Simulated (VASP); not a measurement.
# Zn (Pm-3m) in VASP: a series of runs, part 2 of 2

VASP 6.6.1. Earlier steps stand in the parts before.

### 4 Relaxation of cell and atoms, PBE, target pressure 6.7 GPa, at which the enthalpy is minimised

This run uses another cell than the first one, of 14.99 Å³/atom, 0.916 times its volume.

INCAR reads:

```
SYSTEM = Zn
PREC = Accurate
ENCUT = 600
EDIFF = 1E-6
ISMEAR = -1
SIGMA = 0.1
LREAL = .FALSE.
LASPH = .TRUE.
NELM = 60
ALGO = Normal
ISIF = 3
LWAVE = .FALSE.
LCHARG = .FALSE.
GGA = PE
IBRION = 2
NSW = 60
EDIFFG = -0.005
PSTRESS = 67.0
```

KPOINTS reads:

```
regular mesh
0
G
  15 15 15
  0 0 0
```

POSCAR reads:

```
Zn
1.0
    2.4655554389      0.0000000000      0.0000000000
    0.0000000000      2.4655554389      0.0000000000
    0.0000000000      0.0000000000      2.4655554389
Zn
1
Direct
    0.0000000000      0.0000000000      0.0000000000
```

Potentials or basis: VASP PAW PBE potentials, release 64 (Zn).

The run is started by

```console
$ cat potpaw_PBE.64/Zn/POTCAR > POTCAR
$ mpirun -np 1 vasp_std > vasp.out
```

OUTCAR:

```text
SYSTEM = Zn
   PREC = Accurate
   ENCUT = 600
   EDIFF = 1E-6
   ISMEAR = -1
   LREAL = .FALSE.
   LASPH = .TRUE.
   NELM = 60
   ISIF = 3
   GGA = PE
   IBRION = 2
   NSW = 60
   EDIFFG = -0.005
   PSTRESS = 67.0

 ion  position               nearest neighbor table
   1  0.000  0.000  0.000-

  LATTYP: Found a simple cubic cell.
 ALAT       =     2.4655554389

  Lattice vectors:

 A1 = (   2.4655554389,   0.0000000000,   0.0000000000)
 A2 = (   0.0000000000,   2.4655554389,   0.0000000000)
 A3 = (   0.0000000000,   0.0000000000,   2.4655554389)

Analysis of symmetry for initial positions (statically):
=====================================================================
 Subroutine PRICEL returns:
 Original cell was already a primitive cell.

 Routine SETGRP: Setting up the symmetry group for a
 simple cubic supercell.

 Subroutine GETGRP returns: Found 48 space group operations
 (whereof 48 operations were pure point group operations)
 out of a pool of 48 trial point group operations.

The static configuration has the point symmetry O_h .

Analysis of symmetry for dynamics (positions and initial velocities):
=====================================================================
 Subroutine PRICEL returns:
 Original cell was already a primitive cell.

 Routine SETGRP: Setting up the symmetry group for a
 simple cubic supercell.

 Subroutine GETGRP returns: Found 48 space group operations
 (whereof 48 operations were pure point group operations)
 out of a pool of 48 trial point group operations.

The dynamic configuration has the point symmetry O_h .

 Subroutine INISYM returns: Found 48 space group operations
 (whereof 48 operations are pure point group operations),
 and found     1 'primitive' translations

----------------------------------------------------------------------------------------

                                     Primitive cell

  volume of cell :      14.9880

  direct lattice vectors                    reciprocal lattice vectors
     2.465555439  0.000000000  0.000000000     0.405588122  0.000000000  0.000000000
     0.000000000  2.465555439  0.000000000     0.000000000  0.405588122  0.000000000
     0.000000000  0.000000000  2.465555439     0.000000000  0.000000000  0.405588122

  length of vectors
     2.465555439  2.465555439  2.465555439     0.405588122  0.405588122  0.405588122

  position of ions in fractional coordinates (direct lattice)
     0.000000000  0.000000000  0.000000000

  ion indices of the primitive-cell ions
   primitive index   ion index
                 1           1

----------------------------------------------------------------------------------------

 KPOINTS: regular mesh

Automatic generation of k-mesh.
 Grid dimensions read from file:
 generate k-points for:   15   15   15

 Generating k-lattice:

  Cartesian coordinates                     Fractional coordinates (reciprocal lattice)
     0.027039208  0.000000000  0.000000000     0.066666667  0.000000000  0.000000000
     0.000000000  0.027039208  0.000000000     0.000000000  0.066666667  0.000000000
     0.000000000  0.000000000  0.027039208     0.000000000  0.000000000  0.066666667

  Length of vectors
[... 42 lines left out ...]
   ions per type =               1
   NGX,Y,Z   is equivalent  to a cutoff of  13.49, 13.49, 13.49 a.u.
   NGXF,Y,Z  is equivalent  to a cutoff of  26.97, 26.97, 26.97 a.u.
 SYSTEM =  Zn
   PREC   = accura    normal or accurate (medium, high low for compatibility)
   ISTART =      0    job   : 0-new  1-cont  2-samecut
   ICHARG =      2    charge: 1-file 2-atom 10-const
   ISPIN  =      1    spin polarized calculation?
   LNONCOLLINEAR =      F non collinear calculations
   LSORBIT =      F    spin-orbit coupling
   LASPH  =      T    aspherical Exc in radial PAW
   ENCUT  =  600.0 eV  44.10 Ry    6.64 a.u.   4.92  4.92  4.92*2*pi/ulx,y,z
   NELM   =     60;   NELMIN=  2; NELMDL= -5     # of ELM steps
   EDIFF  = 0.1E-05   stopping-criterion for ELM
   LREAL  =      F    real-space projection
   EDIFFG = -.5E-02   stopping-criterion for IOM
   NSW    =     60    number of steps for IOM
   IBRION =      2    ionic relax: 0-MD 1-quasi-New 2-CG
   NFREE  =      1    steps in history (QN), initial steepest desc. (CG)
   ISIF   =      3    stress and relaxation
   ISYM   =      2    0-nonsym 1-usesym 2-fastsym
   POTIM  = 0.5000    time-step for ionic-motion
   TEBEG  =    0.0;   TEEND  =   0.0 temperature during run
   PSTRESS=   67.0 pullay stress
   NELECT =      12.0000    total number of electrons
   NUPDOWN=      -1.0000    fix difference up-down
   EMIN   =  10.00;   EMAX   =-10.00  energy-range for DOS
   EFERMI =   0.00;   METHOD = LEGACY
   ISMEAR =    -1;   SIGMA  =   0.10  broadening in eV -4-tet -1-fermi 0-gaus
   EFERMI_NEDOS =   21; number of points for ismear=-14 and -15
   IALGO  =     38    algorithm
   IMIX   =      4    mixing-type and parameters
     AMIX     =   0.40;   BMIX     =  1.00
     AMIX_MAG =   1.60;   BMIX_MAG =  1.00
  volume/ion in A,a.u.               =      14.99       101.14
  Fermi-wavevector in a.u.,A,eV,Ry     =   1.520152  2.872672 31.441206  2.310863
  Thomas-Fermi vector in A             =   2.629042
   LORBIT       =      0    0 simple, 1 ext, 2 COOP (PROOUT), +10 PAW based schemes
   GGA     = PE    functional components
   LHFCALC =     F    Hartree Fock is set to
   AEXX    =    0.0000 exact exchange contribution
   IVDW    =     0    specifies the selected vdW correction
   LEPSILON=     F    determine dielectric tensor
   LRPA    =     F    only Hartree local field effects (RPA)
 conjugate gradient relaxation of ions
 non-spin polarized calculation
  energy-cutoff  :      600.00
  volume of cell :       14.99
 maximum number of plane-waves:       513
 NGX is ok and might be reduce to    20
   NGX =  9   NGY =  9   NGZ =  9

--------------------------------------- Ionic step        1  -------------------------------------------

 number of electron      11.9999997 magnetization

 Free energy of the ion-electron system (eV)
  ---------------------------------------------------
  ext. energy  EPLUGINS =         0.00000000
  ---------------------------------------------------
  free energy    TOTEN  =        -0.75322554 eV

  energy without entropy =       -0.74220663  energy(sigma->0) =       -0.74771609

------------------------ aborting loop because EDIFF is reached ----------------------------------------

  FORCE on cell =-STRESS in cart. coord.  units (eV):
  Direction    XX          YY          ZZ          XY          YZ          ZX
  --------------------------------------------------------------------------------------
  -------------------------------------------------------------------------------------
  Total        1.4543972      1.4543972      1.4543972      0.0000000     -0.0000000     -0.0000000
  in kB      155.4709677    155.4709677    155.4709677      0.0000000     -0.0000000     -0.0000000
  external PRESSURE =      88.4709677 kB  Pullay stress =      67.0000000 kB
[... 135 lines left out ...]
--------------------------------------- Ionic step        5  -------------------------------------------

 number of electron      12.0000005 magnetization

 Free energy of the ion-electron system (eV)
  ---------------------------------------------------
  ext. energy  EPLUGINS =         0.00000000
  ---------------------------------------------------
  free energy    TOTEN  =        -0.84859598 eV

  energy without entropy =       -0.83679998  energy(sigma->0) =       -0.84269798

 E-fermi :   2.4010     XC(G=0): -11.0877

 val. band max:        2.3857500918   @ k =   0.4667   0.4000   0.1333
 cond. band min:       2.5060586286   @ k =   0.4000   0.1333   0.0000
 fundamental gap:      0.1203085368
 Fermi energy:         2.4010300922

 k-point     1 :       0.0000    0.0000    0.0000
  band No.  band energies     occupation
      1      -7.2658      2.00000
      2      -5.8187      2.00000
      3      -5.8187      2.00000
      4      -4.4358      2.00000
      5      -4.4358      2.00000
      6      -4.4358      2.00000
      7      15.4906      0.00000
      8      15.4906      0.00000
      9      15.4906      0.00000
     10      18.4700      0.00000
[... 287 lines left out ...]
 k-point    24 :       0.3333    0.2000    0.0000
  band No.  band energies     occupation
      1      -5.6518      2.00000
      2      -5.2741      2.00000
      3      -5.0898      2.00000
      4      -4.7213      2.00000
      5      -4.5422      2.00000
      6      -3.1727      2.00000
      7       5.0096      0.00000
      8      11.5539      0.00000
      9      19.2569      0.00000
     10      19.4977      0.00000

 [... further k-points ...]

------------------------ aborting loop because EDIFF is reached ----------------------------------------

  FORCE on cell =-STRESS in cart. coord.  units (eV):
  Direction    XX          YY          ZZ          XY          YZ          ZX
  --------------------------------------------------------------------------------------
  -------------------------------------------------------------------------------------
  Total        0.6902879      0.6902879      0.6902879      0.0000000      0.0000000     -0.0000000
  in kB       67.4232064     67.4232064     67.4232064      0.0000000      0.0000000     -0.0000000
  external PRESSURE =       0.4232064 kB  Pullay stress =      67.0000000 kB
[... 20 lines left out ...]
  energy  without entropy=       -0.8367999754  energy(sigma->0) =       -0.84269798

  enthalpy is  TOTEN    =        -0.1626408847 eV   P V=        0.6859550977

 reached required accuracy - stopping structural energy minimisation
```

OSZICAR:

```text
N       E                     dE             d eps       ncg     rms          rms(c)
DAV:   1     0.370132276441E+02    0.37013E+02   -0.75124E+03  2432   0.209E+03
DAV:   2    -0.137909206758E+00   -0.37151E+02   -0.35702E+02  2426   0.216E+02
DAV:   3    -0.869492037258E+00   -0.73158E+00   -0.73080E+00  2740   0.329E+01
[... 34 lines left out ...]
DAV:   1    -0.849157725131E+00    0.63857E-03   -0.70094E-03  2688   0.177E+00    0.169E-01
DAV:   2    -0.848658750817E+00    0.49897E-03   -0.25032E-03  2670   0.112E+00    0.534E-02
DAV:   3    -0.848614450336E+00    0.44300E-04   -0.30586E-05  2662   0.105E-01    0.292E-02
DAV:   4    -0.848596157095E+00    0.18293E-04   -0.66406E-06  3356   0.412E-02    0.109E-03
DAV:   5    -0.848595982420E+00    0.17468E-06   -0.21155E-07  1254   0.537E-03
   5 F= -.16264088E+00 E0= -.15674288E+00  d E =-.958666E-05
```

It took 28 s on 1 thread of Intel Xeon 6975P-C (Granite Rapids), shared host; peak memory 0.13 GiB.

Results:

```yaml
Free_energy: -0.8486 eV
Relaxed_volume: 16.40 Å³/atom
Relaxed_cell: a = 2.541 Å, b = 2.541 Å, c = 2.541 Å, α = 90.00°, β = 90.00°, γ = 90.00°
Space_group_after_relaxing_to_0.05_Å: Pm-3m (No. 221)
Energy_change_on_relaxing_the_enthalpy_is_what_falls: -95.4 meV/atom
Ionic_steps: 5
Pressure_after_relaxing: 6.7 GPa
Band_gap_on_the_k_mesh: zero (band 6 reaches 7.60 eV, above the bottom of band 7 at 0.27 eV)
```

The path:
| step | energy change (eV) | largest force (eV/Å) | pressure (GPa) | volume (Å³) |
| --- | --- | --- | --- | --- |
| 1 | 0.0000 | 0.0000 | 15.55 | 14.99 |
| 2 | -0.1114 | 0.0000 | 4.67 | 16.86 |
| 3 | -0.0954 | 0.0000 | 6.80 | 16.40 |
| 4 | -0.0966 | 0.0000 | 6.58 | 16.43 |
| 5 | -0.0954 | 0.0000 | 6.74 | 16.40 |

Final structure:
```
Zn
1.0
     2.54084    0.00000    0.00000
     0.00000    2.54084    0.00000
     0.00000    0.00000    2.54084
Zn
1
Direct
  0.00000 0.00000 0.00000
```

Levels at points of the mesh, in eV from the Fermi level:
| k point | band 4 | band 5 | band 6 | band 7 | band 8 | band 9 |
| --- | --- | --- | --- | --- | --- | --- |
| (0.00, 0.00, 0.00) | -6.84 | -6.84 | -6.84 | 13.09 | 13.09 | 13.09 |

Caveat: the cell is relaxed towards a set pressure, so the enthalpy falls and the energy may rise.

### 5 Relaxation of cell and atoms, PBE, target pressure 6.7 GPa, at which the enthalpy is minimised

INCAR reads:

```
SYSTEM = Zn
PREC     = Accurate       ! precision mode
ENCUT    = 600            ! plane-wave cutoff, eV
EDIFF    = 1E-7           ! SCF threshold, eV
ISMEAR   = -1             ! smearing method
SIGMA    = 0.1            ! smearing width, eV
LREAL    = .FALSE.        ! projectors in reciprocal space
LASPH    = .TRUE.         ! aspherical terms in the spheres
NELM     = 60             ! most SCF steps
ALGO     = Normal         ! electronic algorithm
ISIF     = 3              ! what is computed and relaxed
LWAVE    = .FALSE.        ! write WAVECAR
LCHARG   = .FALSE.        ! write CHGCAR
GGA      = PE             ! functional
IBRION   = 2              ! ionic algorithm
NSW      = 32             ! ionic steps
EDIFFG   = -0.005         ! ionic threshold
PSTRESS  = 67.0
```

KPOINTS is that of step 4.

POSCAR reads:

```
Zn
1.0
    2.5385937996      0.0000000000      0.0000000000
    0.0000000000      2.5385937996      0.0000000000
    0.0000000000      0.0000000000      2.5385937996
Zn
1
Direct
    0.0000000000      0.0000000000      0.0000000000
```

Potentials or basis: VASP PAW PBE potentials, release 64 (Zn).

The run is started by

```console
$ cat potpaw_PBE.64/Zn/POTCAR > POTCAR
$ mpirun -np 1 vasp_std > vasp.out
```

OUTCAR:

```text
SYSTEM = Zn
   PREC = Accurate
   ENCUT = 600
   EDIFF = 1E-7
   ISMEAR = -1
   LREAL = .FALSE.
   LASPH = .TRUE.
   NELM = 60
   ISIF = 3
   GGA = PE
   IBRION = 2
   NSW = 32
   EDIFFG = -0.005
   PSTRESS = 67.0

 ion  position               nearest neighbor table
   1  0.000  0.000  0.000-

  LATTYP: Found a simple cubic cell.
 ALAT       =     2.5385937996

  Lattice vectors:

 A1 = (   2.5385937996,   0.0000000000,   0.0000000000)
 A2 = (   0.0000000000,   2.5385937996,   0.0000000000)
 A3 = (   0.0000000000,   0.0000000000,   2.5385937996)

Analysis of symmetry for initial positions (statically):
=====================================================================
 Subroutine PRICEL returns:
 Original cell was already a primitive cell.

 Routine SETGRP: Setting up the symmetry group for a
 simple cubic supercell.

 Subroutine GETGRP returns: Found 48 space group operations
 (whereof 48 operations were pure point group operations)
 out of a pool of 48 trial point group operations.

The static configuration has the point symmetry O_h .

Analysis of symmetry for dynamics (positions and initial velocities):
=====================================================================
 Subroutine PRICEL returns:
 Original cell was already a primitive cell.

 Routine SETGRP: Setting up the symmetry group for a
 simple cubic supercell.

 Subroutine GETGRP returns: Found 48 space group operations
 (whereof 48 operations were pure point group operations)
 out of a pool of 48 trial point group operations.

The dynamic configuration has the point symmetry O_h .

[... 168 lines left out ...]
 -----------------------------------------------------------------------------------
    total drift:                               -0.000000      0.000000      0.000000

  FREE ENERGIE OF THE ION-ELECTRON SYSTEM (eV)
  ---------------------------------------------------
  free  energy   TOTEN  =        -0.8472379119 eV

  energy  without entropy=       -0.8354676229  energy(sigma->0) =       -0.84135277

  enthalpy is  TOTEN    =        -0.1630996732 eV   P V=        0.6841382387

--------------------------------------- Ionic step        2  -------------------------------------------

 number of electron      12.0000005 magnetization

 Free energy of the ion-electron system (eV)
  ---------------------------------------------------
  ext. energy  EPLUGINS =         0.00000000
  ---------------------------------------------------
  free energy    TOTEN  =        -0.84940238 eV

  energy without entropy =       -0.83760181  energy(sigma->0) =       -0.84350210

 E-fermi :   2.3978     XC(G=0): -11.0853

 val. band max:        2.3824623481   @ k =   0.4667   0.4000   0.1333
 cond. band min:       2.5028077582   @ k =   0.4000   0.1333   0.0000
 fundamental gap:      0.1203454100
 Fermi energy:         2.3978210263

 k-point     1 :       0.0000    0.0000    0.0000
  band No.  band energies     occupation
      1      -7.2654      2.00000
      2      -5.8205      2.00000
      3      -5.8205      2.00000
      4      -4.4388      2.00000
      5      -4.4388      2.00000
      6      -4.4388      2.00000
      7      15.4835      0.00000
      8      15.4835      0.00000
      9      15.4835      0.00000
     10      18.4623      0.00000
[... 287 lines left out ...]
 k-point    24 :       0.3333    0.2000    0.0000
  band No.  band energies     occupation
      1      -5.6536      2.00000
      2      -5.2761      2.00000
      3      -5.0921      2.00000
      4      -4.7240      2.00000
      5      -4.5451      2.00000
      6      -3.1744      2.00000
      7       5.0056      0.00000
      8      11.5477      0.00000
      9      19.2488      0.00000
     10      19.4888      0.00000

 [... further k-points ...]

------------------------ aborting loop because EDIFF is reached ----------------------------------------

  FORCE on cell =-STRESS in cart. coord.  units (eV):
  Direction    XX          YY          ZZ          XY          YZ          ZX
  --------------------------------------------------------------------------------------
  -------------------------------------------------------------------------------------
  Total        0.6822167      0.6822167      0.6822167      0.0000000     -0.0000000     -0.0000000
  in kB       66.6036431     66.6036431     66.6036431      0.0000000     -0.0000000     -0.0000000
  external PRESSURE =      -0.3963569 kB  Pullay stress =      67.0000000 kB

 VOLUME and BASIS-vectors are now :
 -----------------------------------------------------------------------------
  energy-cutoff  :      600.00
  volume of cell :       16.41
      direct lattice vectors                 reciprocal lattice vectors
     2.541235921  0.000000000  0.000000000     0.393509312 -0.000000000  0.000000000
     0.000000000  2.541235921  0.000000000    -0.000000000  0.393509312  0.000000000
    -0.000000000 -0.000000000  2.541235921    -0.000000000 -0.000000000  0.393509312

 POSITION                                       TOTAL-FORCE (eV/Angst)
 -----------------------------------------------------------------------------------
      0.00000      0.00000      0.00000         0.000000      0.000000      0.000000
 -----------------------------------------------------------------------------------
    total drift:                               -0.000000      0.000000      0.000000

  FREE ENERGIE OF THE ION-ELECTRON SYSTEM (eV)
  ---------------------------------------------------
  free  energy   TOTEN  =        -0.8494023849 eV

  energy  without entropy=       -0.8376018077  energy(sigma->0) =       -0.84350210

  enthalpy is  TOTEN    =        -0.1631258069 eV   P V=        0.6862765781

 reached required accuracy - stopping structural energy minimisation
```

Wall time 14 s (1 thread of Intel Xeon 6975P-C (Granite Rapids), shared host); peak memory 0.14 GiB.

Results:

| Item | Value |
| --- | --- |
| Free energy | -0.8494 eV |
| Relaxed volume | 16.41 Å³/atom |
| Relaxed cell | a = 2.541 Å, b = 2.541 Å, c = 2.541 Å, α = 90.00°, β = 90.00°, γ = 90.00° |
| Space group after relaxing (to 0.05 Å) | Pm-3m (No. 221) |
| Energy change on relaxing (the enthalpy is what falls) | -2.2 meV/atom |
| Ionic steps | 2 |
| Pressure after relaxing | 6.7 GPa |
| Band gap on the k mesh | zero (band 6 reaches 7.60 eV, above the bottom of band 7 at 0.27 eV) |

The path:
| step | energy change (eV) | largest force (eV/Å) | pressure (GPa) | volume (Å³) |
| --- | --- | --- | --- | --- |
| 1 | 0.0000 | 0.0000 | 6.91 | 16.36 |
| 2 | -0.0022 | 0.0000 | 6.66 | 16.41 |

Final structure:
```
CELL_PARAMETERS angstrom
2.54124 0.00000 0.00000
0.00000 2.54124 0.00000
0.00000 0.00000 2.54124
ATOMIC_POSITIONS crystal
Zn 0.00000 0.00000 0.00000
```

Caveat: the cell is relaxed towards a set pressure, so the enthalpy falls and the energy may rise.

### 6 Summary

| task | cell | cutoff (eV) | gap on the mesh (eV) | pressure (GPa) |
| --- | --- | --- | --- | --- |
| single point | a = 2.539 Å, 1 atom | 520 | none | 7.0 |
| single point | a = 2.538 Å, 1 atom | 520 | none | 7.0 |
| relaxation of cell and atoms | relaxed to 6.7 GPa from a = 2.466 Å, 1 atom | 600 | none | 6.7 |
| relaxation of cell and atoms | relaxed to 6.7 GPa from a = 2.539 Å, 1 atom | 600 | none | 6.7 |

Alike in all rows: level PBE; potentials or basis VASP PAW PBE potentials, release 64 (Zn); no spin polarisation; k mesh 15 × 15 × 15; smearing fermi-dirac 0.1 eV.

Caveats: the cell is relaxed towards a set pressure, so the enthalpy falls and the energy may rise (some runs).

Absolute energies hang on the potentials; compare differences alone.
